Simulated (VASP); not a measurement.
# Mg (R-3m) in VASP: a series of runs, part 3 of 3

VASP 6.6.1. The steps go on from the part before.

### 4 Single point, LDA

This run uses another cell than the first one, of the same volume but with other edges.

INCAR reads:

```
SYSTEM = Mg
PREC = Accurate
ENCUT = 520
EDIFF = 1E-6
ISMEAR = 0
SIGMA = 0.15
LREAL = .False.
LASPH = .True.
NELM = 60
ALGO = Normal
ISIF = 2
LWAVE = .False.
LCHARG = .False.
GGA = CA
NBANDS = 7
```

KPOINTS reads:

```
regular mesh
0
Gamma
  20 20 20
  0 0 0
```

POSCAR reads:

```
Mg
1.0
   -1.3648654826      1.7969850563      1.7969850563
    1.7969850563     -1.3648654826      1.7969850563
    1.7969850563      1.7969850563     -1.3648654826
Mg
1
Direct
    0.0000000000      0.0000000000      0.0000000000
```

Potentials or basis: VASP PAW LDA potentials, release 64 (Mg).

On the command line:

```sh
$ cat potpaw_LDA.64/Mg/POTCAR > POTCAR
$ mpirun -np 1 vasp_std > vasp.out
```

OUTCAR:

```text
SYSTEM = Mg
   PREC = Accurate
   ENCUT = 520
   EDIFF = 1E-6
   ISMEAR = 0
   LREAL = .False.
   LASPH = .True.
   NELM = 60
   ISIF = 2
   GGA = CA

 ion  position               nearest neighbor table
   1  0.000  0.000  0.000-

  LATTYP: Found a trigonal (rhomboedric) cell.
 ALAT       =     2.8846435431
 COS(alpha) =    -0.2014297013

  Lattice vectors:

 A1 = (  -1.3648654826,   1.7969850563,   1.7969850563)
 A2 = (   1.7969850563,  -1.3648654826,   1.7969850563)
 A3 = (   1.7969850563,   1.7969850563,  -1.3648654826)

Analysis of symmetry for initial positions (statically):
=====================================================================
 Subroutine PRICEL returns:
 Original cell was already a primitive cell.

 Routine SETGRP: Setting up the symmetry group for a
 trigonal (rhombohedral) supercell.

 Subroutine GETGRP returns: Found 12 space group operations
 (whereof 12 operations were pure point group operations)
 out of a pool of 12 trial point group operations.

The static configuration has the point symmetry D_3d.

Analysis of symmetry for dynamics (positions and initial velocities):
=====================================================================
 Subroutine PRICEL returns:
 Original cell was already a primitive cell.

 Routine SETGRP: Setting up the symmetry group for a
 trigonal (rhombohedral) supercell.

 Subroutine GETGRP returns: Found 12 space group operations
 (whereof 12 operations were pure point group operations)
 out of a pool of 12 trial point group operations.

The dynamic configuration has the point symmetry D_3d.

 Subroutine INISYM returns: Found 12 space group operations
 (whereof 12 operations are pure point group operations),
 and found     1 'primitive' translations

----------------------------------------------------------------------------------------

                                     Primitive cell

  volume of cell :      22.2850

  direct lattice vectors                    reciprocal lattice vectors
    -1.364865483  1.796985056  1.796985056    -0.061310117  0.254960366  0.254960366
     1.796985056 -1.364865483  1.796985056     0.254960366 -0.061310117  0.254960366
     1.796985056  1.796985056 -1.364865483     0.254960366  0.254960366 -0.061310117

  length of vectors
     2.884643543  2.884643543  2.884643543     0.365743773  0.365743773  0.365743773

  position of ions in fractional coordinates (direct lattice)
     0.000000000  0.000000000  0.000000000

  ion indices of the primitive-cell ions
   primitive index   ion index
                 1           1

----------------------------------------------------------------------------------------

 KPOINTS: regular mesh

Automatic generation of k-mesh.
 Grid dimensions read from file:
 generate k-points for:   20   20   20

 Generating k-lattice:

  Cartesian coordinates                     Fractional coordinates (reciprocal lattice)
    -0.003065506  0.012748018  0.012748018     0.050000000  0.000000000  0.000000000
     0.012748018 -0.003065506  0.012748018     0.000000000  0.050000000  0.000000000
     0.012748018  0.012748018 -0.003065506     0.000000000  0.000000000  0.050000000

  Length of vectors
     0.018287189  0.018287189  0.018287189

  Shift w.r.t. Gamma in fractional coordinates (k-lattice)
     0.000000000  0.000000000  0.000000000

 Subroutine IBZKPT returns following result:
 ===========================================

 Found    781 irreducible k-points:

 Following reciprocal coordinates:
            Coordinates               Weight
  0.000000  0.000000  0.000000      1.000000
  0.050000 -0.000000 -0.000000      6.000000
  0.100000 -0.000000 -0.000000      6.000000
  0.150000 -0.000000 -0.000000      6.000000
  0.200000 -0.000000 -0.000000      6.000000
  0.250000 -0.000000 -0.000000      6.000000
[... 16 lines left out ...]
 -0.400000  0.050000  0.000000     12.000000
 -0.350000  0.050000  0.000000     12.000000
 [... further k-points ...]
   k-points           NKPTS =    781   k-points in BZ     NKDIM =    781   number of bands    NBANDS=      7
   number of dos      NEDOS =    301   number of ions     NIONS =      1
   total plane-waves  NPLWV =  13824
   dimension x,y,z NGX =    24 NGY =   24 NGZ =   24
   dimension x,y,z NGXF=    48 NGYF=   48 NGZF=   48
   ions per type =               1
   NGX,Y,Z   is equivalent  to a cutoff of  13.83, 13.83, 13.83 a.u.
   NGXF,Y,Z  is equivalent  to a cutoff of  27.66, 27.66, 27.66 a.u.
 SYSTEM =  Mg
   PREC   = accura    normal or accurate (medium, high low for compatibility)
   ISTART =      0    job   : 0-new  1-cont  2-samecut
   ICHARG =      2    charge: 1-file 2-atom 10-const
   ISPIN  =      1    spin polarized calculation?
   LNONCOLLINEAR =      F non collinear calculations
   LSORBIT =      F    spin-orbit coupling
   LASPH  =      T    aspherical Exc in radial PAW
   ENCUT  =  520.0 eV  38.22 Ry    6.18 a.u.   5.36  5.36  5.36*2*pi/ulx,y,z
   NELM   =     60;   NELMIN=  2; NELMDL= -5     # of ELM steps
   EDIFF  = 0.1E-05   stopping-criterion for ELM
   LREAL  =      F    real-space projection
   EDIFFG = 0.1E-04   stopping-criterion for IOM
   NSW    =      0    number of steps for IOM
   IBRION =     -1    ionic relax: 0-MD 1-quasi-New 2-CG
   NFREE  =      0    steps in history (QN), initial steepest desc. (CG)
   ISIF   =      2    stress and relaxation
   ISYM   =      2    0-nonsym 1-usesym 2-fastsym
   POTIM  = 0.5000    time-step for ionic-motion
   TEBEG  =    0.0;   TEEND  =   0.0 temperature during run
   PSTRESS=    0.0 pullay stress
   NELECT =       2.0000    total number of electrons
   NUPDOWN=      -1.0000    fix difference up-down
   EMIN   =  10.00;   EMAX   =-10.00  energy-range for DOS
   EFERMI =   0.00;   METHOD = LEGACY
   ISMEAR =     0;   SIGMA  =   0.15  broadening in eV -4-tet -1-fermi 0-gaus
   EFERMI_NEDOS =   21; number of points for ismear=-14 and -15
   IALGO  =     38    algorithm
   IMIX   =      4    mixing-type and parameters
     AMIX     =   0.40;   BMIX     =  1.00
     AMIX_MAG =   1.60;   BMIX_MAG =  1.00
  volume/ion in A,a.u.               =      22.29       150.39
  Fermi-wavevector in a.u.,A,eV,Ry     =   0.732960  1.385094  7.309469  0.537231
  Thomas-Fermi vector in A             =   1.825552
   LORBIT       =      0    0 simple, 1 ext, 2 COOP (PROOUT), +10 PAW based schemes
   GGA     = CA    functional components
   LHFCALC =     F    Hartree Fock is set to
   AEXX    =    0.0000 exact exchange contribution
   IVDW    =     0    specifies the selected vdW correction
   LEPSILON=     F    determine dielectric tensor
   LRPA    =     F    only Hartree local field effects (RPA)
 non-spin polarized calculation
 Gauss-broadening in eV      SIGMA  =   0.15
  energy-cutoff  :      520.00
  volume of cell :       22.29
 maximum number of plane-waves:       621
 NGX is ok and might be reduce to    24

 number of electron       2.0000000 magnetization

 Free energy of the ion-electron system (eV)
  ---------------------------------------------------
  ext. energy  EPLUGINS =         0.00000000
  ---------------------------------------------------
  free energy    TOTEN  =        -1.56147393 eV

  energy without entropy =       -1.55635999  energy(sigma->0) =       -1.55891696

 E-fermi :   2.5661     XC(G=0):  -8.7583

 val. band max:        2.5659965051   @ k =  -0.2500   0.5000   0.0500
 cond. band min:       2.5687473949   @ k =   0.4500   0.3500   0.2500
 fundamental gap:      0.0027508899
 Fermi energy:         2.5661129896

 k-point     1 :       0.0000    0.0000    0.0000
  band No.  band energies     occupation
      1      -4.4310      2.00000
      2      12.6109      0.00000
      3      12.6109      0.00000
      4      14.3783      0.00000
      5      14.8281      0.00000
      6      14.8281      0.00000
      7      17.8237      0.00000
[... 221 lines left out ...]
 k-point    24 :      -0.3500    0.0500    0.0000
  band No.  band energies     occupation
      1      -2.1191      2.00000
      2       4.0879      0.00000
      3      12.7103      0.00000
      4      15.0012      0.00000
      5      15.1213      0.00000
      6      16.5039      0.00000
      7      18.2761      0.00000

 [... further k-points ...]

------------------------ aborting loop because EDIFF is reached ----------------------------------------

  FORCE on cell =-STRESS in cart. coord.  units (eV):
  Direction    XX          YY          ZZ          XY          YZ          ZX
  --------------------------------------------------------------------------------------
  -------------------------------------------------------------------------------------
  Total        0.2953350      0.2953350      0.2953350     -0.4842644     -0.4842644     -0.4842644
  in kB       21.2330504     21.2330504     21.2330504    -34.8160894    -34.8160894    -34.8160894
  external PRESSURE =      21.2330504 kB  Pullay stress =       0.0000000 kB

 VOLUME and BASIS-vectors are now :
 -----------------------------------------------------------------------------
  energy-cutoff  :      520.00
  volume of cell :       22.29
      direct lattice vectors                 reciprocal lattice vectors
    -1.364865483  1.796985056  1.796985056    -0.061310117  0.254960366  0.254960366
     1.796985056 -1.364865483  1.796985056     0.254960366 -0.061310117  0.254960366
     1.796985056  1.796985056 -1.364865483     0.254960366  0.254960366 -0.061310117

 POSITION                                       TOTAL-FORCE (eV/Angst)
 -----------------------------------------------------------------------------------
      0.00000      0.00000      0.00000         0.000000      0.000000      0.000000
 -----------------------------------------------------------------------------------
    total drift:                                0.000000      0.000000      0.000000

  FREE ENERGIE OF THE ION-ELECTRON SYSTEM (eV)
  ---------------------------------------------------
  free  energy   TOTEN  =        -1.5614739262 eV

  energy  without entropy=       -1.5563599920  energy(sigma->0) =       -1.55891696
```

Wall time 44 s (1 thread of Intel Xeon 8259CL, shared host); peak memory 0.24 GiB.

Results:

- Free energy: -1.5615 eV
- Pressure: 2.1 GPa
- Band gap on the k mesh: zero (bands 1 and 2 overlap by 6.02 eV)

### 5 The runs side by side

| cell | gap on the mesh (eV) | pressure (GPa) |
| --- | --- | --- |
| a = 3.704 Å, angles 117.0°, 1 atom | none | 28.7 |
| a = 3.346 Å, angles 114.3°, 1 atom | none | 6.1 |
| a = 2.885 Å, angles 101.6°, 1 atom | none | 2.1 |

Alike in all rows: task single point; level LDA; potentials or basis VASP PAW LDA potentials, release 64 (Mg); no spin polarisation; k mesh 20 × 20 × 20; cutoff (eV) 520; smearing gaussian 0.15 eV.

Caveats: the cell stands under pressure (at least some runs); atoms lie so close that the PAW spheres overlap strongly, which falsifies energies and pressures (at least some runs).

Total energies depend on the potentials used, so only differences within one code and one set of settings carry meaning.
